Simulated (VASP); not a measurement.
# C (Fd-3m) in VASP: notebook, part 2 of 2

VASP 6.6.1. Earlier steps stand in the parts before.

## (4) Single point, r2SCAN

This run uses another cell than the first one, of 5.62 Å³/atom.

Input file POSCAR:

```
C
1.0
    1.7775348587      1.7775348587      0.0000000000
   -1.7775348587      1.7775348587      0.0000000000
    0.0000000000      1.7775348587      1.7775348587
C
2
Direct
    0.5000000000      0.5000000000      0.0000000000
    0.7500000000      0.2500000000      0.5000000000
```

Input file INCAR.step1:

```
PREC = Accurate
ENCUT = 1430
ISMEAR = 0
SIGMA = 0.01
LREAL = F
LASPH = T
NELM = 120
NBANDS = 11
GGA = PE
ALGO = Normal
EDIFF = 1E-5
LWAVE = T
LCHARG = F
GGA_COMPAT = F
```

Input file INCAR.step2:

```
PREC = Accurate
ENCUT = 1430
EDIFF = 1E-6
ISMEAR = 0
SIGMA = 0.01
LREAL = F
LASPH = T
NELM = 120
ALGO = Normal
ISIF = 2
LWAVE = F
LCHARG = F
METAGGA = R2SCAN
LMIXTAU = T
NBANDS = 11
ISTART = 1
GGA_COMPAT = F
```

Input file KPOINTS:

```
regular mesh
0
Gamma
  12 12 12
```

Potentials or basis: VASP PAW PBE potentials, release 64 (C_h).

The run is started by

```
cat potpaw_PBE.64/C_h/POTCAR > POTCAR
cp INCAR.step1 INCAR
mpirun -np 1 vasp_std > vasp.out
cp INCAR.step2 INCAR
mpirun -np 1 vasp_std > vasp.out
```

OUTCAR:

```text
PREC = Accurate
   ENCUT = 1430
   EDIFF = 1E-6
   ISMEAR = 0
   LREAL = F
   LASPH = T
   NELM = 120
   ISIF = 2
   METAGGA = R2SCAN
   ISTART = 1

 ion  position               nearest neighbor table
   1  0.500  0.500  0.000-
   2  0.750  0.250  0.500-

  LATTYP: Found a face centered cubic cell.
 ALAT       =     3.5550697174

  Lattice vectors:

 A1 = (   0.0000000000,   1.7775348587,   1.7775348587)
 A2 = (   1.7775348587,   0.0000000000,   1.7775348587)
 A3 = (   1.7775348587,   1.7775348587,   0.0000000000)

Analysis of symmetry for initial positions (statically):
=====================================================================
 Subroutine PRICEL returns:
 Original cell was already a primitive cell.

 Routine SETGRP: Setting up the symmetry group for a
 face centered cubic supercell.

 Subroutine GETGRP returns: Found 48 space group operations
 (whereof 24 operations were pure point group operations)
 out of a pool of 48 trial point group operations.

The static configuration has the point symmetry T_d .
 The point group associated with its full space group is O_h .

Analysis of symmetry for dynamics (positions and initial velocities):
=====================================================================
 Subroutine PRICEL returns:
 Original cell was already a primitive cell.

 Routine SETGRP: Setting up the symmetry group for a
 face centered cubic supercell.

 Subroutine GETGRP returns: Found 48 space group operations
 (whereof 24 operations were pure point group operations)
 out of a pool of 48 trial point group operations.

The dynamic configuration has the point symmetry T_d .
 The point group associated with its full space group is O_h .

 Subroutine INISYM returns: Found 48 space group operations
 (whereof 24 operations are pure point group operations),
 and found     1 'primitive' translations

[... 120 lines left out ...]
   LHFCALC =     F    Hartree Fock is set to
   AEXX    =    0.0000 exact exchange contribution
   IVDW    =     0    specifies the selected vdW correction
   LEPSILON=     F    determine dielectric tensor
   LRPA    =     F    only Hartree local field effects (RPA)
 non-spin polarized calculation
 Gauss-broadening in eV      SIGMA  =   0.01
  energy-cutoff  :     1430.00
  volume of cell :       11.23
 maximum number of plane-waves:      1411
   NGX = 15   NGY = 15   NGZ = 15

 number of electron       8.0000000 magnetization

 Free energy of the ion-electron system (eV)
  ---------------------------------------------------
  ext. energy  EPLUGINS =         0.00000000
  ---------------------------------------------------
  free energy    TOTEN  =       -19.72242772 eV

  energy without entropy =      -19.72242772  energy(sigma->0) =      -19.72242772

 E-fermi :  11.2269     XC(G=0): -14.3238

 val. band max:       11.0626272912   @ k =   0.0000   0.0000   0.0000
 cond. band min:      15.4603536778   @ k =  -0.3333   0.3333   0.0000
 fundamental gap:      4.3977263867
 Fermi energy:        11.2268860938

 k-point     1 :       0.0000    0.0000    0.0000
  band No.  band energies     occupation
      1     -11.7425      2.00000
      2      11.0626      2.00000
      3      11.0626      2.00000
      4      11.0626      2.00000
      5      16.9696      0.00000
      6      16.9696      0.00000
      7      16.9696      0.00000
      8      25.1519      0.00000
      9      31.5983      0.00000
     10      38.5236      0.00000
     11      38.5236      0.00000
[... 309 lines left out ...]
 k-point    24 :      -0.4167    0.1667    0.0000
  band No.  band energies     occupation
      1      -7.3640      2.00000
      2       0.6534      2.00000
      3       6.4925      2.00000
      4       6.7394      2.00000
      5      18.1316      0.00000
      6      22.7627      0.00000
      7      22.8523      0.00000
      8      24.5578      0.00000
      9      33.5165      0.00000
     10      34.9369      0.00000
     11      39.8386      0.00000

 [... further k-points ...]

------------------------ aborting loop because EDIFF is reached ----------------------------------------

  FORCE on cell =-STRESS in cart. coord.  units (eV):
  Direction    XX          YY          ZZ          XY          YZ          ZX
  --------------------------------------------------------------------------------------
  -------------------------------------------------------------------------------------
  Total        0.0955062      0.0955062      0.0955062     -0.0000000     -0.0000000      0.0000000
  in kB       13.6225341     13.6225341     13.6225341     -0.0000000     -0.0000000      0.0000000
  external PRESSURE =      13.6225341 kB  Pullay stress =       0.0000000 kB

 VOLUME and BASIS-vectors are now :
 -----------------------------------------------------------------------------
  energy-cutoff  :     1430.00
  volume of cell :       11.23
      direct lattice vectors                 reciprocal lattice vectors
     1.777534859  1.777534859  0.000000000     0.281288436  0.281288436 -0.281288436
    -1.777534859  1.777534859  0.000000000    -0.281288436  0.281288436 -0.281288436
     0.000000000  1.777534859  1.777534859     0.000000000  0.000000000  0.562576872

 POSITION                                       TOTAL-FORCE (eV/Angst)
 -----------------------------------------------------------------------------------
      0.00000      1.77753      0.00000        -0.000000      0.000000      0.000000
      0.88877      2.66630      0.88877         0.000000     -0.000000      0.000000
 -----------------------------------------------------------------------------------
    total drift:                                0.000000     -0.000000     -0.000000

  FREE ENERGIE OF THE ION-ELECTRON SYSTEM (eV)
  ---------------------------------------------------
  free  energy   TOTEN  =       -19.7224277213 eV

  energy  without entropy=      -19.7224277213  energy(sigma->0) =      -19.72242772
```

It took 77 s on 1 thread of Intel Xeon Platinum 8488C (Sapphire Rapids), shared host; peak memory 0.19 GiB.

Results:

| Quantity | Value |
| --- | --- |
| Free energy | -19.7224 eV |
| Pressure | 1.4 GPa |
| Band gap on the k mesh | 4.40 eV (least direct gap 5.91 eV) |

Levels at points of the mesh, in eV from the valence-band top:
| k point | band 2 | band 3 | band 4 | band 5 | band 6 | band 7 |
| --- | --- | --- | --- | --- | --- | --- |
| (0.00, 0.00, 0.00) | 0.00 | 0.00 | 0.00 | 5.91 | 5.91 | 5.91 |
| (0.50, 0.00, 0.00) | -14.13 | -2.99 | -2.99 | 8.96 | 8.96 | 9.29 |
| (0.50, 0.50, 0.00) | -13.64 | -6.70 | -6.70 | 5.05 | 5.05 | 18.07 |

Caveat: the PAW data sets were made with another functional, which shifts forces and pressure a little. A k mesh can miss the band edges.

## (5) Single point, r2SCAN

This run uses another cell than the first one, of 5.47 Å³/atom.

Input file POSCAR:

```
C
1.0
    1.7615716749      1.7615716749      0.0000000000
   -1.7615716749      1.7615716749      0.0000000000
    0.0000000000      1.7615716749      1.7615716749
C
2
Direct
    0.5000000000      0.5000000000      0.0000000000
    0.7500000000      0.2500000000      0.5000000000
```

Input file INCAR.step1:

```
PREC = Accurate
ENCUT = 1430
ISMEAR = 0
SIGMA = 0.01
LREAL = False
LASPH = True
NELM = 120
NBANDS = 11
GGA = PE
ALGO = Normal
EDIFF = 1E-5
LWAVE = True
LCHARG = False
GGA_COMPAT = False
```

Input file INCAR.step2:

```
PREC = Accurate
ENCUT = 1430
EDIFF = 1E-6
ISMEAR = 0
SIGMA = 0.01
LREAL = False
LASPH = True
NELM = 120
ALGO = Normal
ISIF = 2
LWAVE = False
LCHARG = False
METAGGA = R2SCAN
LMIXTAU = True
NBANDS = 11
ISTART = 1
GGA_COMPAT = False
```

KPOINTS is that of step 4.

Potentials or basis: VASP PAW PBE potentials, release 64 (C_h).

The run is started by

```
cat potpaw_PBE.64/C_h/POTCAR > POTCAR
cp INCAR.step1 INCAR
mpirun -np 1 vasp_std > vasp.out
cp INCAR.step2 INCAR
mpirun -np 1 vasp_std > vasp.out
```

OUTCAR:

```text
PREC = Accurate
   ENCUT = 1430
   EDIFF = 1E-6
   ISMEAR = 0
   LREAL = False
   LASPH = True
   NELM = 120
   ISIF = 2
   METAGGA = R2SCAN
   ISTART = 1

 ion  position               nearest neighbor table
   1  0.500  0.500  0.000-
   2  0.750  0.250  0.500-

  LATTYP: Found a face centered cubic cell.
 ALAT       =     3.5231433498

  Lattice vectors:

 A1 = (   0.0000000000,   1.7615716749,   1.7615716749)
 A2 = (   1.7615716749,   0.0000000000,   1.7615716749)
 A3 = (   1.7615716749,   1.7615716749,   0.0000000000)

Analysis of symmetry for initial positions (statically):
=====================================================================
 Subroutine PRICEL returns:
 Original cell was already a primitive cell.

 Routine SETGRP: Setting up the symmetry group for a
 face centered cubic supercell.

 Subroutine GETGRP returns: Found 48 space group operations
 (whereof 24 operations were pure point group operations)
 out of a pool of 48 trial point group operations.

The static configuration has the point symmetry T_d .
 The point group associated with its full space group is O_h .

Analysis of symmetry for dynamics (positions and initial velocities):
=====================================================================
 Subroutine PRICEL returns:
 Original cell was already a primitive cell.

 Routine SETGRP: Setting up the symmetry group for a
 face centered cubic supercell.

 Subroutine GETGRP returns: Found 48 space group operations
 (whereof 24 operations were pure point group operations)
 out of a pool of 48 trial point group operations.

The dynamic configuration has the point symmetry T_d .
 The point group associated with its full space group is O_h .

 Subroutine INISYM returns: Found 48 space group operations
 (whereof 24 operations are pure point group operations),
 and found     1 'primitive' translations

----------------------------------------------------------------------------------------

                                     Primitive cell

  volume of cell :      10.9328

  direct lattice vectors                    reciprocal lattice vectors
     1.761571675  1.761571675  0.000000000     0.283837443  0.283837443 -0.283837443
    -1.761571675  1.761571675  0.000000000    -0.283837443  0.283837443 -0.283837443
     0.000000000  1.761571675  1.761571675     0.000000000  0.000000000  0.567674886

  length of vectors
     2.491238554  2.491238554  2.491238554     0.491620872  0.491620872  0.567674886

  position of ions in fractional coordinates (direct lattice)
     0.500000000  0.500000000  0.000000000
     0.750000000  0.250000000  0.500000000

  ion indices of the primitive-cell ions
   primitive index   ion index
                 1           1
                 2           2

----------------------------------------------------------------------------------------

 KPOINTS: regular mesh

Automatic generation of k-mesh.
 Grid dimensions read from file:
 generate k-points for:   12   12   12

 Generating k-lattice:

[... 19 lines left out ...]
  0.083333  0.000000  0.000000      8.000000
  0.166667  0.000000  0.000000      8.000000
  0.250000  0.000000  0.000000      8.000000
  0.333333  0.000000  0.000000      8.000000
  0.416667  0.000000  0.000000      8.000000
[... 16 lines left out ...]
  0.500000  0.166667  0.000000     24.000000
 -0.416667  0.166667  0.000000     24.000000
 [... further k-points ...]
   k-points           NKPTS =     72   k-points in BZ     NKDIM =     72   number of bands    NBANDS=     11
   number of dos      NEDOS =    301   number of ions     NIONS =      2
   total plane-waves  NPLWV =  32768
   dimension x,y,z NGX =    32 NGY =   32 NGZ =   32
   dimension x,y,z NGXF=    64 NGYF=   64 NGZF=   64
   ions per type =               2
   NGX,Y,Z   is equivalent  to a cutoff of  21.35, 21.35, 21.35 a.u.
   NGXF,Y,Z  is equivalent  to a cutoff of  42.71, 42.71, 42.71 a.u.
 SYSTEM =  unknown system
   PREC   = accura    normal or accurate (medium, high low for compatibility)
   ISTART =      1    job   : 0-new  1-cont  2-samecut
   ICHARG =      0    charge: 1-file 2-atom 10-const
   ISPIN  =      1    spin polarized calculation?
   LNONCOLLINEAR =      F non collinear calculations
   LSORBIT =      F    spin-orbit coupling
   LASPH  =      T    aspherical Exc in radial PAW
   ENCUT  = 1430.0 eV 105.10 Ry   10.25 a.u.   7.68  7.68  7.68*2*pi/ulx,y,z
   NELM   =    120;   NELMIN=  2; NELMDL=  0     # of ELM steps
   EDIFF  = 0.1E-05   stopping-criterion for ELM
   LREAL  =      F    real-space projection
   EDIFFG = 0.1E-04   stopping-criterion for IOM
   NSW    =      0    number of steps for IOM
   IBRION =     -1    ionic relax: 0-MD 1-quasi-New 2-CG
   NFREE  =      0    steps in history (QN), initial steepest desc. (CG)
   ISIF   =      2    stress and relaxation
   ISYM   =      2    0-nonsym 1-usesym 2-fastsym
   POTIM  = 0.5000    time-step for ionic-motion
   TEBEG  =    0.0;   TEEND  =   0.0 temperature during run
   PSTRESS=    0.0 pullay stress
   NELECT =       8.0000    total number of electrons
   NUPDOWN=      -1.0000    fix difference up-down
   EMIN   =  10.00;   EMAX   =-10.00  energy-range for DOS
   EFERMI =   0.00;   METHOD = LEGACY
   ISMEAR =     0;   SIGMA  =   0.01  broadening in eV -4-tet -1-fermi 0-gaus
   EFERMI_NEDOS =   21; number of points for ismear=-14 and -15
   IALGO  =     38    algorithm
   IMIX   =      4    mixing-type and parameters
     AMIX     =   0.40;   BMIX     =  1.00
     AMIX_MAG =   1.60;   BMIX_MAG =  1.00
  volume/ion in A,a.u.               =       5.47        36.89
  Fermi-wavevector in a.u.,A,eV,Ry     =   1.475235  2.787790 29.610604  2.176318
  Thomas-Fermi vector in A             =   2.589909
   LORBIT       =      0    0 simple, 1 ext, 2 COOP (PROOUT), +10 PAW based schemes
   METAGGA = R2SCAN    functional components
   LHFCALC =     F    Hartree Fock is set to
   AEXX    =    0.0000 exact exchange contribution
   IVDW    =     0    specifies the selected vdW correction
   LEPSILON=     F    determine dielectric tensor
   LRPA    =     F    only Hartree local field effects (RPA)
 non-spin polarized calculation
 Gauss-broadening in eV      SIGMA  =   0.01
  energy-cutoff  :     1430.00
  volume of cell :       10.93
 maximum number of plane-waves:      1363
   NGX = 15   NGY = 15   NGZ = 15

 number of electron       8.0000000 magnetization

 Free energy of the ion-electron system (eV)
  ---------------------------------------------------
  ext. energy  EPLUGINS =         0.00000000
  ---------------------------------------------------
  free energy    TOTEN  =       -19.70751274 eV

  energy without entropy =      -19.70751274  energy(sigma->0) =      -19.70751274

 E-fermi :  11.6357     XC(G=0): -14.4728

 val. band max:       11.4951733426   @ k =   0.0000   0.0000   0.0000
 cond. band min:      15.9589858206   @ k =  -0.3333   0.3333   0.0000
 fundamental gap:      4.4638124780
 Fermi energy:        11.6357074584

 k-point     1 :       0.0000    0.0000    0.0000
  band No.  band energies     occupation
      1     -11.6890      2.00000
      2      11.4952      2.00000
      3      11.4952      2.00000
      4      11.4952      2.00000
      5      17.4791      0.00000
      6      17.4791      0.00000
      7      17.4791      0.00000
      8      26.2457      0.00000
      9      32.4116      0.00000
     10      39.2592      0.00000
     11      39.2592      0.00000
[... 309 lines left out ...]
 k-point    24 :      -0.4167    0.1667    0.0000
  band No.  band energies     occupation
      1      -7.2229      2.00000
      2       0.8926      2.00000
      3       6.8399      2.00000
      4       7.0581      2.00000
      5      18.6716      0.00000
      6      23.4082      0.00000
      7      23.6319      0.00000
      8      25.2260      0.00000
      9      34.3220      0.00000
     10      35.8913      0.00000
     11      40.6703      0.00000

 [... further k-points ...]

------------------------ aborting loop because EDIFF is reached ----------------------------------------

  FORCE on cell =-STRESS in cart. coord.  units (eV):
  Direction    XX          YY          ZZ          XY          YZ          ZX
  --------------------------------------------------------------------------------------
  -------------------------------------------------------------------------------------
  Total        0.9793273      0.9793273      0.9793273      0.0000000     -0.0000000      0.0000000
  in kB      143.5183752    143.5183752    143.5183752      0.0000000     -0.0000000      0.0000000
  external PRESSURE =     143.5183752 kB  Pullay stress =       0.0000000 kB

 VOLUME and BASIS-vectors are now :
 -----------------------------------------------------------------------------
  energy-cutoff  :     1430.00
  volume of cell :       10.93
      direct lattice vectors                 reciprocal lattice vectors
     1.761571675  1.761571675  0.000000000     0.283837443  0.283837443 -0.283837443
    -1.761571675  1.761571675  0.000000000    -0.283837443  0.283837443 -0.283837443
     0.000000000  1.761571675  1.761571675     0.000000000  0.000000000  0.567674886

 POSITION                                       TOTAL-FORCE (eV/Angst)
 -----------------------------------------------------------------------------------
      0.00000      1.76157      0.00000        -0.000000     -0.000000      0.000000
      0.88079      2.64236      0.88079         0.000000      0.000000      0.000000
 -----------------------------------------------------------------------------------
    total drift:                                0.000000     -0.000000     -0.000000

  FREE ENERGIE OF THE ION-ELECTRON SYSTEM (eV)
  ---------------------------------------------------
  free  energy   TOTEN  =       -19.7075127405 eV

  energy  without entropy=      -19.7075127405  energy(sigma->0) =      -19.70751274
```

It took 70 s on 1 thread of AMD EPYC 9R45 (Zen 5), shared host; peak memory 0.16 GiB.

What came out:

- Free energy: -19.7075 eV
- Pressure: 14.4 GPa
- Band gap on the k mesh: 4.46 eV (least direct gap 5.98 eV)

Levels at points of the mesh, in eV from the valence-band top:
| k point | band 2 | band 3 | band 4 | band 5 | band 6 | band 7 |
| --- | --- | --- | --- | --- | --- | --- |
| (0.00, 0.00, 0.00) | 0.00 | 0.00 | 0.00 | 5.98 | 5.98 | 5.98 |
| (0.50, 0.00, 0.00) | -14.45 | -3.07 | -3.07 | 9.07 | 9.07 | 9.68 |
| (0.50, 0.50, 0.00) | -13.84 | -6.88 | -6.88 | 5.11 | 5.11 | 18.51 |

Caveat: the cell stands under pressure; the PAW data sets were made with another functional, which shifts forces and pressure a little.

## (6) Overview

| cell | gap on the mesh (eV) | pressure (GPa) |
| --- | --- | --- |
| a = 2.500 Å, angles 60.0, 60.0, 90.0°, 2 atoms | 4.44 | 9.4 |
| a = 2.521 Å, angles 60.0, 60.0, 90.0°, 2 atoms | 4.38 | -2.6 |
| a = 2.514 Å, angles 60.0, 60.0, 90.0°, 2 atoms | 4.40 | 1.4 |
| a = 2.491 Å, angles 60.0, 60.0, 90.0°, 2 atoms | 4.46 | 14.4 |

Alike in all rows: task single point; level r2SCAN; potentials or basis VASP PAW PBE potentials, release 64 (C_h); no spin polarisation; k mesh 12 × 12 × 12; cutoff (eV) 1430; smearing gaussian 0.01 eV.

Caveats: the PAW data sets were made with another functional, which shifts forces and pressure a little; the cell stands under pressure (at least some runs).

Total energies depend on the potentials used, so only differences within one code and one set of settings carry meaning.
